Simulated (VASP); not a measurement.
# Si2Mo (Fmm2) in VASP: further runs, part 2 of 2

VASP 6.6.1. The steps go on from the part before.

## Step 3: Single point, PBEsol (all Si atoms moved +0.375 Å, as atom 1 along Cartesian [1 -1 0])

File INCAR:

```
SYSTEM = Si2Mo
ALGO = Normal
EDIFF = 1E-7
ENCUT = 520
GGA = PS
ISIF = 2
ISMEAR = 0
LASPH = .True.
LCHARG = .False.
LREAL = .False.
LWAVE = .False.
NBANDS = 18
NELM = 80
PREC = Accurate
SIGMA = 0.15
```

File KPOINTS:

```
k-points
0
Gamma
  20 20 20
  0 0 0
```

File POSCAR:

```
Si2Mo
1.0
   -1.5950350850      1.5950350850      3.9106920018
    1.5950350850     -1.5950350850      3.9106920018
    1.5950350850      1.5950350850     -3.9106920018
Si Mo
2 1
Direct
    0.2519376552      0.4181816742      0.0000000000
    0.5818183258      0.7480623448      0.0000000000
    0.0000000000      0.0000000000      0.0000000000
```

Potentials or basis: VASP PAW PBE potentials, release 64 (Si, Mo_sv).

On the command line:

```console
$ cat potpaw_PBE.64/Si/POTCAR potpaw_PBE.64/Mo_sv/POTCAR > POTCAR
$ mpirun -np 1 vasp_std > vasp.out
```

OUTCAR:

```text
SYSTEM = Si2Mo
   EDIFF = 1E-7
   ENCUT = 520
   GGA = PS
   ISIF = 2
   ISMEAR = 0
   LASPH = .True.
   LREAL = .False.
   NELM = 80
   PREC = Accurate

 ion  position               nearest neighbor table
   1  0.252  0.418  0.000-   3 2.28   2 2.58   2 2.62   2 2.62   2 2.62   2 2.62   3 2.63   3 2.63
                             3 2.65   3 2.93
   2  0.582  0.748  0.000-   3 2.28   1 2.58   1 2.62   1 2.62   1 2.62   1 2.62   3 2.63   3 2.63
                             3 2.65   3 2.93
   3  0.000  0.000  0.000-   2 2.28   1 2.28   1 2.63   2 2.63   2 2.63   1 2.63   2 2.65   1 2.65
                             1 2.93   2 2.93

  LATTYP: Found a body centered tetragonal cell.
 ALAT       =     3.1900701700
 C/A-ratio  =     2.4517905835

  Lattice vectors:

 A1 = (  -1.5950350850,   1.5950350850,   3.9106920018)
 A2 = (   1.5950350850,  -1.5950350850,   3.9106920018)
 A3 = (   1.5950350850,   1.5950350850,  -3.9106920018)

Analysis of symmetry for initial positions (statically):
=====================================================================
 Subroutine PRICEL returns:
 Original cell was already a primitive cell.

 Routine SETGRP: Setting up the symmetry group for a
 body centered tetragonal supercell.

 Subroutine GETGRP returns: Found  4 space group operations
 (whereof  4 operations were pure point group operations)
 out of a pool of 16 trial point group operations.

The static configuration has the point symmetry C_2v.

Analysis of symmetry for dynamics (positions and initial velocities):
=====================================================================
 Subroutine PRICEL returns:
 Original cell was already a primitive cell.

 Routine SETGRP: Setting up the symmetry group for a
 body centered tetragonal supercell.

[... 122 lines left out ...]
   EFERMI_NEDOS =   21; number of points for ismear=-14 and -15
   IALGO  =     38    algorithm
   IMIX   =      4    mixing-type and parameters
     AMIX     =   0.40;   BMIX     =  1.00
     AMIX_MAG =   1.60;   BMIX_MAG =  1.00
  volume/ion in A,a.u.               =      13.27        89.52
  Fermi-wavevector in a.u.,A,eV,Ry     =   1.343583  2.539003 24.561429  1.805214
  Thomas-Fermi vector in A             =   2.471645
   LORBIT       =      0    0 simple, 1 ext, 2 COOP (PROOUT), +10 PAW based schemes
   GGA     = PS    functional components
   LHFCALC =     F    Hartree Fock is set to
   AEXX    =    0.0000 exact exchange contribution
   IVDW    =     0    specifies the selected vdW correction
   LEPSILON=     F    determine dielectric tensor
   LRPA    =     F    only Hartree local field effects (RPA)
 non-spin polarized calculation
 Gauss-broadening in eV      SIGMA  =   0.15
  energy-cutoff  :      520.00
  volume of cell :       39.80
 maximum number of plane-waves:      1104
 NGX is ok and might be reduce to    36
   NGX = 17   NGY = 17   NGZ = 17

 number of electron      22.0000000 magnetization

 Free energy of the ion-electron system (eV)
  ---------------------------------------------------
  ext. energy  EPLUGINS =         0.00000000
  ---------------------------------------------------
  free energy    TOTEN  =       -24.23799564 eV

  energy without entropy =      -24.23591864  energy(sigma->0) =      -24.23695714

 E-fermi :  12.2994     XC(G=0): -12.5292

 val. band max:       12.2973964375   @ k =  -0.1000  -0.1500   0.1000
 cond. band min:      12.3108393986   @ k =  -0.4500  -0.4500   0.3000
 fundamental gap:      0.0134429611
 Fermi energy:        12.2993732142

 k-point     1 :       0.0000    0.0000    0.0000
  band No.  band energies     occupation
      1     -48.1710      2.00000
      2     -22.4403      2.00000
      3     -22.3470      2.00000
      4     -22.2521      2.00000
      5      -1.1594      2.00000
      6       5.9060      2.00000
[... 481 lines left out ...]
      5       1.0245      2.00000
      6       4.5136      2.00000
[... 10 lines left out ...]
     17      19.6167      0.00000
     18      21.4777      0.00000

 [... further k-points ...]

------------------------ aborting loop because EDIFF is reached ----------------------------------------

  FORCE on cell =-STRESS in cart. coord.  units (eV):
  Direction    XX          YY          ZZ          XY          YZ          ZX
  --------------------------------------------------------------------------------------
  -------------------------------------------------------------------------------------
  Total        2.9075505      2.9075505      2.4258704     -3.1922284      0.0000000      0.0000000
  in kB      117.0533279    117.0533279     97.6616594   -128.5140024      0.0000000      0.0000000
  external PRESSURE =     110.5894384 kB  Pullay stress =       0.0000000 kB

 VOLUME and BASIS-vectors are now :
 -----------------------------------------------------------------------------
  energy-cutoff  :      520.00
  volume of cell :       39.80
      direct lattice vectors                 reciprocal lattice vectors
    -1.595035085  1.595035085  3.910692002     0.000000000  0.313472728  0.127854610
     1.595035085 -1.595035085  3.910692002     0.313472728  0.000000000  0.127854610
     1.595035085  1.595035085 -3.910692002     0.313472728  0.313472728  0.000000000

 POSITION                                       TOTAL-FORCE (eV/Angst)
 -----------------------------------------------------------------------------------
      0.26517     -0.26517      2.62063        -1.823151      1.823151     -0.974579
      0.26517     -0.26517      5.20075        -1.823151      1.823151      0.974579
      0.00000      0.00000      0.00000         3.646303     -3.646303      0.000000
 -----------------------------------------------------------------------------------
    total drift:                               -0.000021      0.000021     -0.000000

  FREE ENERGIE OF THE ION-ELECTRON SYSTEM (eV)
  ---------------------------------------------------
  free  energy   TOTEN  =       -24.2379956402 eV

  energy  without entropy=      -24.2359186400  energy(sigma->0) =      -24.23695714
```

OSZICAR:

```text
N       E                     dE             d eps       ncg     rms          rms(c)
DAV:   1     0.121495411731E+03    0.12150E+03   -0.11330E+04 42016   0.116E+03
DAV:   2    -0.219853716070E+02   -0.14348E+03   -0.14058E+03 49920   0.300E+02
DAV:   3    -0.251315846769E+02   -0.31462E+01   -0.31212E+01 52138   0.397E+01
DAV:   4    -0.251492349127E+02   -0.17650E-01   -0.17637E-01 50096   0.323E+00
DAV:   5    -0.251493491345E+02   -0.11422E-03   -0.11422E-03 49088   0.275E-01    0.244E+01
DAV:   6    -0.244071751903E+02    0.74217E+00   -0.42626E+00 44438   0.140E+01    0.615E+00
DAV:   7    -0.242796373745E+02    0.12754E+00   -0.69564E-01 44338   0.491E+00    0.506E+00
DAV:   8    -0.242395083374E+02    0.40129E-01   -0.12571E-01 45898   0.253E+00    0.537E-01
DAV:   9    -0.242381777082E+02    0.13306E-02   -0.31587E-03 49544   0.488E-01    0.227E-01
DAV:  10    -0.242380021126E+02    0.17560E-03   -0.63712E-04 46918   0.196E-01    0.774E-02
DAV:  11    -0.242379959672E+02    0.61454E-05   -0.78521E-05 46540   0.764E-02    0.255E-02
DAV:  12    -0.242379964006E+02   -0.43340E-06   -0.89695E-06 47270   0.218E-02    0.937E-03
DAV:  13    -0.242379956901E+02    0.71049E-06   -0.13719E-06 45802   0.908E-03    0.244E-03
DAV:  14    -0.242379956402E+02    0.49864E-07   -0.77946E-08 24114   0.210E-03
   1 F= -.24237996E+02 E0= -.24236957E+02  d E =-.207700E-02
```

It took 33 min on 1 thread of Oxide Virtual Turin-like, shared host; peak memory 0.81 GiB.

Results:

- Free energy: -24.2380 eV
- Pressure: 11.1 GPa
- Largest force: 5.157 eV/Å
- Band gap on the k mesh: zero (bands 11 and 12 overlap by 0.20 eV)

Forces in eV/Å, atoms in the order of the input:
```
Si  -1.823  1.823 -0.975
Si  -1.823  1.823  0.975
Mo   3.646 -3.646  0.000
```

Stress tensor (GPa, compression positive):
```
 11.71 -12.85   0.00
-12.85  11.71   0.00
  0.00   0.00   9.77
```

Caveat: the cell differs from its parent crystal (all Si atoms moved +0.375 Å, as atom 1 along Cartesian [1 -1 0]); the cell stands under pressure; the PAW data sets were made with another functional, which shifts forces and pressure a little.
